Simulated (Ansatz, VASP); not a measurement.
**CdSe in VASP and in Ansatz**

Contents of POSCAR:

```
CdSe
1.0
    0.0000000000      3.0496647307      3.0496647307
    3.0496647307      0.0000000000      3.0496647307
    3.0496647307      3.0496647307      0.0000000000
Cd Se
1 1
Direct
    0.0000000000      0.0000000000      0.0000000000
    0.2500000000      0.2500000000      0.2500000000
```

Contents of INCAR.step1:

```
SYSTEM = CdSe
PREC = Accurate
ENCUT = 520
ISMEAR = -1
SIGMA = 0.05
LREAL = .False.
LASPH = .True.
NELM = 80
NBANDS = 16
GGA = PE
ALGO = Normal
EDIFF = 1E-4
LWAVE = .True.
LCHARG = .False.
```

INCAR.step2

```
SYSTEM = CdSe
PREC = Accurate
ENCUT = 520
EDIFF = 1E-7
ISMEAR = -1
SIGMA = 0.05
LREAL = .False.
LASPH = .True.
NELM = 80
ALGO = Normal
ISIF = 2
LWAVE = .False.
LCHARG = .False.
METAGGA = R2SCAN
LMIXTAU = .True.
IVDW = 12
VDW_S6 = 1.0
VDW_S8 = 0.78981345
VDW_A1 = 0.49484001
VDW_A2 = 5.73083694
NBANDS = 16
ISTART = 1
```

KPOINTS

```
Automatic mesh
0
Gamma
  8 8 8
  0 0 0
```

The input input.yaml:

```yaml
crystal:
  lattice:
    - [0.0, 3.0496647307, 3.0496647307]
    - [3.0496647307, 0.0, 3.0496647307]
    - [3.0496647307, 3.0496647307, 0.0]
  atoms:
    - { symbol: Cd, position: [0.0, 0.0, 0.0] }
    - { symbol: Se, position: [0.25, 0.25, 0.25] }
hamiltonian:
  xc: r2scan
  pseudopotentials: { kind: paw }
  dispersion: d3bj
kpoints:
  mp_grid: { grid: [8, 8, 8] }
scf:
  occupations: { method: fermi_dirac, width: 0.05 }
output:
  forces: true
  stress: true
  eigenvalues: true
```

Alike in both runs: task single point; functional r2SCAN; dispersion D3(BJ); k mesh 8 × 8 × 8; occupations fermi-dirac, width 0.05 eV; no spin polarisation.

|  | VASP | Ansatz |
| --- | --- | --- |
| version | VASP 6.6.1 | Ansatz 0.2.0 |
| potentials or method | VASP PAW PBE potentials, release 64 (Cd, Se) | Ansatz PAW |
| plane-wave cutoff (eV) | 520 | 500 |
| valence electrons in the cell | 18 | 36 |

VASP gave:

| Item | Value |
| --- | --- |
| gap on the k mesh at the Fermi level (eV) | 1.07 |
| least direct gap on the mesh (eV) | 1.07 |
| pressure (GPa) | 0.3 |

Task: Estimate Ansatz's values.

Result: gap on the k mesh at the Fermi level (eV): 1.08; least direct gap on the mesh (eV): 1.08; pressure (GPa): 0.0.

VASP's potentials were made for PBE, not for r2SCAN. VASP's potentials hold 18 valence electrons a cell and Ansatz's 36, so a difference there can come from the potentials and not from the codes.
